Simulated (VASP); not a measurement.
# SbSe4 (Cmmm) in VASP: a series of runs

Runs on SbSe4. Level: PBE. Tasks: single point, relaxation of cell and atoms.

All numbers are computed with VASP 6.6.1; they aren't measurements. Logs are shortened: lines on timing, memory, paths and dates and some standing lists are left out, and cuts for length are marked.

### Step 1. The cell of the first run

It takes space group Cmmm (No. 65, orthorhombic). The conventional cell has a = 6.740 Å, b = 8.208 Å, c = 5.609 Å, α = 90.00°, β = 90.00°, γ = 90.00°. Sb (site symmetry mmm) has 4 Se at 2.84 Å within 3.7 Å. Within 3.0 Å of Se (site symmetry m) lie 1 Se at 2.29 Å and 1 Sb at 2.84 Å.

The cell was generated, and may not be a known phase.

### Step 2. Single point, PBE

Contents of INCAR:

```
SYSTEM = SbSe4
PREC = Accurate
ENCUT = 520
EDIFF = 1E-6
ISMEAR = 0
SIGMA = 0.1
LREAL = .False.
LASPH = .True.
NELM = 100
ALGO = Normal
ISIF = 2
LWAVE = .False.
LCHARG = .False.
GGA = PE
NBANDS = 22
```

Contents of KPOINTS:

```
Automatic mesh
0
Gamma
  4 4 4
  0 0 0
```

Contents of POSCAR:

```
SbSe4
1.0
    4.1038578002     -3.3702407182      0.0000000000
    4.1038578002      3.3702407182      0.0000000000
    0.0000000000      0.0000000000      5.6091303753
Sb Se
1 4
Direct
    0.5000000000      0.5000000000      0.0000000000
    0.7805340596      0.7805340596      0.2956534825
    0.2194659404      0.2194659404      0.2956534825
    0.2194659404      0.2194659404      0.7043465175
    0.7805340596      0.7805340596      0.7043465175
```

Potentials or basis: VASP PAW PBE potentials, release 64 (Sb, Se).

Started as:

```
cat potpaw_PBE.64/Sb/POTCAR potpaw_PBE.64/Se/POTCAR > POTCAR
mpirun -np 1 vasp_std > vasp.out
```

OUTCAR:

```text
SYSTEM = SbSe4
   PREC = Accurate
   ENCUT = 520
   EDIFF = 1E-6
   ISMEAR = 0
   LREAL = .False.
   LASPH = .True.
   NELM = 100
   ISIF = 2
   GGA = PE

 ion  position               nearest neighbor table
   1  0.500  0.500  0.000-   2 2.84   3 2.84   4 2.84   5 2.84
   2  0.781  0.781  0.296-   5 2.29   1 2.84
   3  0.219  0.219  0.296-   4 2.29   1 2.84
   4  0.219  0.219  0.704-   3 2.29   1 2.84
   5  0.781  0.781  0.704-   2 2.29   1 2.84

  LATTYP: Found a base centered orthorhombic cell.
 ALAT       =     6.7404814364
 B/A-ratio  =     1.2176749803
 C/A-ratio  =     0.8321557486

  Lattice vectors:

 A1 = (  -4.1038578002,  -3.3702407182,   0.0000000000)
 A2 = (   4.1038578002,  -3.3702407182,   0.0000000000)
 A3 = (   0.0000000000,   0.0000000000,   5.6091303753)

Analysis of symmetry for initial positions (statically):
=====================================================================
 Subroutine PRICEL returns:
 Original cell was already a primitive cell.

 Routine SETGRP: Setting up the symmetry group for a
 base centered orthorhombic supercell.

 Subroutine GETGRP returns: Found  8 space group operations
 (whereof  8 operations were pure point group operations)
 out of a pool of  8 trial point group operations.

The static configuration has the point symmetry D_2h.

Analysis of symmetry for dynamics (positions and initial velocities):
=====================================================================
 Subroutine PRICEL returns:
 Original cell was already a primitive cell.

 Routine SETGRP: Setting up the symmetry group for a
 base centered orthorhombic supercell.

 Subroutine GETGRP returns: Found  8 space group operations
 (whereof  8 operations were pure point group operations)
 out of a pool of  8 trial point group operations.

The dynamic configuration has the point symmetry D_2h.

 Subroutine INISYM returns: Found  8 space group operations
 (whereof  8 operations are pure point group operations),
 and found     1 'primitive' translations

----------------------------------------------------------------------------------------

                                     Primitive cell

  volume of cell :     155.1596

  direct lattice vectors                    reciprocal lattice vectors
     4.103857800 -3.370240718  0.000000000     0.121836580 -0.148357355  0.000000000
     4.103857800  3.370240718  0.000000000     0.121836580  0.148357355  0.000000000
     0.000000000  0.000000000  5.609130375     0.000000000  0.000000000  0.178280755

  length of vectors
     5.310383352  5.310383352  5.609130375     0.191974105  0.191974105  0.178280755

  position of ions in fractional coordinates (direct lattice)
     0.500000000  0.500000000  0.000000000
     0.780534060  0.780534060  0.295653483
     0.219465940  0.219465940  0.295653483
     0.219465940  0.219465940  0.704346517
     0.780534060  0.780534060  0.704346517

  ion indices of the primitive-cell ions
   primitive index   ion index
                 1           1
                 2           2
                 3           3
                 4           4
                 5           5

----------------------------------------------------------------------------------------

 KPOINTS: Automatic mesh

Automatic generation of k-mesh.
 Grid dimensions read from file:
 generate k-points for:    4    4    4

 Generating k-lattice:

  Cartesian coordinates                     Fractional coordinates (reciprocal lattice)
     0.030459145 -0.037089339  0.000000000     0.250000000  0.000000000  0.000000000
     0.030459145  0.037089339  0.000000000     0.000000000  0.250000000  0.000000000
     0.000000000  0.000000000  0.044570189     0.000000000  0.000000000  0.250000000

  Length of vectors
     0.047993526  0.047993526  0.044570189

  Shift w.r.t. Gamma in fractional coordinates (k-lattice)
     0.000000000  0.000000000  0.000000000

 Subroutine IBZKPT returns following result:
 ===========================================

 Found     21 irreducible k-points:

 Following reciprocal coordinates:
            Coordinates               Weight
  0.000000  0.000000  0.000000      1.000000
  0.250000 -0.000000  0.000000      4.000000
  0.500000 -0.000000  0.000000      2.000000
  0.250000  0.250000  0.000000      2.000000
  0.500000  0.250000  0.000000      4.000000
 -0.250000  0.250000  0.000000      2.000000
[... 13 lines left out ...]
 -0.250000  0.250000  0.500000      2.000000
  0.500000  0.500000  0.500000      1.000000
   k-points           NKPTS =     21   k-points in BZ     NKDIM =     21   number of bands    NBANDS=     22
   number of dos      NEDOS =    301   number of ions     NIONS =      5
   total plane-waves  NPLWV =  67200
   dimension x,y,z NGX =    40 NGY =   40 NGZ =   42
   dimension x,y,z NGXF=    80 NGYF=   80 NGZF=   84
   ions per type =               1   4
   NGX,Y,Z   is equivalent  to a cutoff of  12.52, 12.52, 12.45 a.u.
   NGXF,Y,Z  is equivalent  to a cutoff of  25.04, 25.04, 24.90 a.u.
 SYSTEM =  SbSe4
   PREC   = accura    normal or accurate (medium, high low for compatibility)
   ISTART =      0    job   : 0-new  1-cont  2-samecut
   ICHARG =      2    charge: 1-file 2-atom 10-const
   ISPIN  =      1    spin polarized calculation?
   LNONCOLLINEAR =      F non collinear calculations
   LSORBIT =      F    spin-orbit coupling
   LASPH  =      T    aspherical Exc in radial PAW
   ENCUT  =  520.0 eV  38.22 Ry    6.18 a.u.   9.87  9.87 10.43*2*pi/ulx,y,z
   NELM   =    100;   NELMIN=  2; NELMDL= -5     # of ELM steps
   EDIFF  = 0.1E-05   stopping-criterion for ELM
   LREAL  =      F    real-space projection
   EDIFFG = 0.1E-04   stopping-criterion for IOM
   NSW    =      0    number of steps for IOM
   IBRION =     -1    ionic relax: 0-MD 1-quasi-New 2-CG
   NFREE  =      0    steps in history (QN), initial steepest desc. (CG)
   ISIF   =      2    stress and relaxation
   ISYM   =      2    0-nonsym 1-usesym 2-fastsym
   POTIM  = 0.5000    time-step for ionic-motion
   TEBEG  =    0.0;   TEEND  =   0.0 temperature during run
   PSTRESS=    0.0 pullay stress
   NELECT =      29.0000    total number of electrons
   NUPDOWN=      -1.0000    fix difference up-down
   EMIN   =  10.00;   EMAX   =-10.00  energy-range for DOS
   EFERMI =   0.00;   METHOD = LEGACY
   ISMEAR =     0;   SIGMA  =   0.10  broadening in eV -4-tet -1-fermi 0-gaus
   EFERMI_NEDOS =   21; number of points for ismear=-14 and -15
   IALGO  =     38    algorithm
   IMIX   =      4    mixing-type and parameters
     AMIX     =   0.40;   BMIX     =  1.00
     AMIX_MAG =   1.60;   BMIX_MAG =  1.00
  volume/ion in A,a.u.               =      31.03       209.41
  Fermi-wavevector in a.u.,A,eV,Ry     =   0.936012  1.768806 11.920306  0.876118
  Thomas-Fermi vector in A             =   2.062978
   LORBIT       =      0    0 simple, 1 ext, 2 COOP (PROOUT), +10 PAW based schemes
   GGA     = PE    functional components
   LHFCALC =     F    Hartree Fock is set to
   AEXX    =    0.0000 exact exchange contribution
   IVDW    =     0    specifies the selected vdW correction
   LEPSILON=     F    determine dielectric tensor
   LRPA    =     F    only Hartree local field effects (RPA)
 non-spin polarized calculation
 Gauss-broadening in eV      SIGMA  =   0.10
  energy-cutoff  :      520.00
  volume of cell :      155.16
 maximum number of plane-waves:      4200
   NGX = 19   NGY = 19   NGZ = 21

 number of electron      28.9999996 magnetization

 Free energy of the ion-electron system (eV)
  ---------------------------------------------------
  ext. energy  EPLUGINS =         0.00000000
  ---------------------------------------------------
  free energy    TOTEN  =       -17.15405621 eV

  energy without entropy =      -17.14346905  energy(sigma->0) =      -17.14876263

 E-fermi :   2.6329     XC(G=0):  -8.5056

 val. band max:        2.5892547648   @ k =   0.2500  -0.0000   0.5000
 cond. band min:       2.7596447915   @ k =   0.5000   0.5000   0.0000
 fundamental gap:      0.1703900267
 Fermi energy:         2.6329003539

 k-point     1 :       0.0000    0.0000    0.0000
  band No.  band energies     occupation
      1     -12.2926      2.00000
      2     -11.4231      2.00000
      3      -8.7955      2.00000
      4      -7.8890      2.00000
      5      -6.5636      2.00000
      6      -2.8899      2.00000
[... 14 lines left out ...]
     21       7.3449      0.00000
     22       7.3909      0.00000

 k-point     2 :       0.2500   -0.0000    0.0000
  band No.  band energies     occupation
      1     -12.1739      2.00000
      2     -11.5585      2.00000
      3      -8.6741      2.00000
      4      -8.0332      2.00000
      5      -6.5340      2.00000
      6      -3.1487      2.00000
[... 14 lines left out ...]
     21       7.3460      0.00000
     22       7.6953      0.00000

 k-point     3 :       0.5000   -0.0000    0.0000
  band No.  band energies     occupation
      1     -11.8973      2.00000
      2     -11.8519      2.00000
      3      -8.3938      2.00000
      4      -8.3361      2.00000
      5      -6.5028      2.00000
      6      -3.3602      2.00000
[... 14 lines left out ...]
     21       8.0298      0.00000
     22       8.6124      0.00000

 k-point     4 :       0.2500    0.2500    0.0000
  band No.  band energies     occupation
      1     -12.1526      2.00000
      2     -11.5579      2.00000
      3      -8.6564      2.00000
      4      -8.0294      2.00000
      5      -6.5116      2.00000
      6      -3.3558      2.00000
[... 14 lines left out ...]
     21       7.4128      0.00000
     22       7.9212      0.00000

 k-point     5 :       0.5000    0.2500    0.0000
  band No.  band energies     occupation
      1     -11.9686      2.00000
      2     -11.7462      2.00000
      3      -8.4701      2.00000
      4      -8.2276      2.00000
      5      -6.5552      2.00000
      6      -3.4162      2.00000
[... 14 lines left out ...]
     21       7.6918      0.00000
     22       8.5161      0.00000

 k-point     6 :      -0.2500    0.2500    0.0000
  band No.  band energies     occupation
      1     -12.0085      2.00000
      2     -11.7277      2.00000
      3      -8.5015      2.00000
      4      -8.2172      2.00000
      5      -6.5764      2.00000
      6      -3.2079      2.00000
[... 14 lines left out ...]
     21       7.1935      0.00000
     22       8.3084      0.00000

 k-point     7 :       0.5000    0.5000    0.0000
  band No.  band energies     occupation
      1     -11.9964      2.00000
      2     -11.6835      2.00000
      3      -8.5026      2.00000
      4      -8.1624      2.00000
      5      -6.6074      2.00000
      6      -3.4730      2.00000
[... 249 lines left out ...]
      6      -1.5333      2.00000
[... 14 lines left out ...]
     21       8.9887      0.00000
     22       9.5638      0.00000

 k-point    18 :       0.2500    0.2500    0.5000
  band No.  band energies     occupation
      1     -11.8591      2.00000
      2     -11.2896      2.00000
      3      -9.7133      2.00000
      4      -8.9517      2.00000
      5      -5.3824      2.00000
      6      -1.5483      2.00000
[... 14 lines left out ...]
     21       8.1192      0.00000
     22       8.9757      0.00000

 k-point    19 :       0.5000    0.2500    0.5000
  band No.  band energies     occupation
      1     -11.7065      2.00000
      2     -11.4538      2.00000
      3      -9.4400      2.00000
      4      -9.2147      2.00000
      5      -5.5640      2.00000
      6      -1.9286      2.00000
[... 14 lines left out ...]
     21       9.4192      0.00000
     22       9.7496      0.00000

 k-point    20 :      -0.2500    0.2500    0.5000
  band No.  band energies     occupation
      1     -11.6979      2.00000
      2     -11.4801      2.00000
      3      -9.6326      2.00000
      4      -9.0373      2.00000
      5      -5.5371      2.00000
      6      -1.9428      2.00000
[... 14 lines left out ...]
     21       8.5149      0.00000
     22       9.5239      0.00000

 k-point    21 :       0.5000    0.5000    0.5000
  band No.  band energies     occupation
      1     -11.7389      2.00000
      2     -11.3986      2.00000
      3      -9.3443      2.00000
      4      -9.2417      2.00000
      5      -5.7404      2.00000
      6      -2.1507      2.00000
[... 14 lines left out ...]
     21       9.7342      0.00000
     22       9.8234      0.00000

------------------------ aborting loop because EDIFF is reached ----------------------------------------

  FORCE on cell =-STRESS in cart. coord.  units (eV):
  Direction    XX          YY          ZZ          XY          YZ          ZX
  --------------------------------------------------------------------------------------
  -------------------------------------------------------------------------------------
  Total        0.1353065      0.0101273      0.0005384      0.0000000      0.0000000      0.0000000
  in kB        1.3971737      0.1045744      0.0055596      0.0000000      0.0000000      0.0000000
  external PRESSURE =       0.5024359 kB  Pullay stress =       0.0000000 kB

 VOLUME and BASIS-vectors are now :
 -----------------------------------------------------------------------------
  energy-cutoff  :      520.00
  volume of cell :      155.16
      direct lattice vectors                 reciprocal lattice vectors
     4.103857800 -3.370240718  0.000000000     0.121836580 -0.148357355  0.000000000
     4.103857800  3.370240718  0.000000000     0.121836580  0.148357355  0.000000000
     0.000000000  0.000000000  5.609130375     0.000000000  0.000000000  0.178280755

 POSITION                                       TOTAL-FORCE (eV/Angst)
 -----------------------------------------------------------------------------------
      4.10386      0.00000      0.00000         0.000000      0.000000      0.000000
      6.40640      0.00000      1.65836        -0.000862     -0.000000     -0.041988
      1.80131      0.00000      1.65836         0.000862     -0.000000     -0.041988
      1.80131      0.00000      3.95077         0.000862     -0.000000      0.041988
      6.40640      0.00000      3.95077        -0.000862     -0.000000      0.041988
 -----------------------------------------------------------------------------------
    total drift:                                0.000000     -0.000000      0.000000

  FREE ENERGIE OF THE ION-ELECTRON SYSTEM (eV)
  ---------------------------------------------------
  free  energy   TOTEN  =       -17.1540562065 eV

  energy  without entropy=      -17.1434690489  energy(sigma->0) =      -17.14876263
```

It took 33 s on 1 thread of Intel Xeon 6975P-C (Granite Rapids), shared host; peak memory 0.26 GiB.

What came out:

| Quantity | Value |
| --- | --- |
| Free energy | -17.1541 eV |
| Pressure | 0.1 GPa |
| Largest force | 0.042 eV/Å |
| Band gap on the k mesh | zero (an odd number of electrons rules out a gap without spin polarisation) |

Forces on the atoms (eV/Å):
```
Sb   0.000  0.000  0.000
Se  -0.001  0.000 -0.042
Se   0.001  0.000 -0.042
Se   0.001  0.000  0.042
Se  -0.001  0.000  0.042
```

Caveat: spin-orbit coupling is left out, which moves the levels of the heavy elements.

(Part 1 of 2 ends here.)

The gap in the log of VASP goes by the Fermi energy; the results here count the filled bands.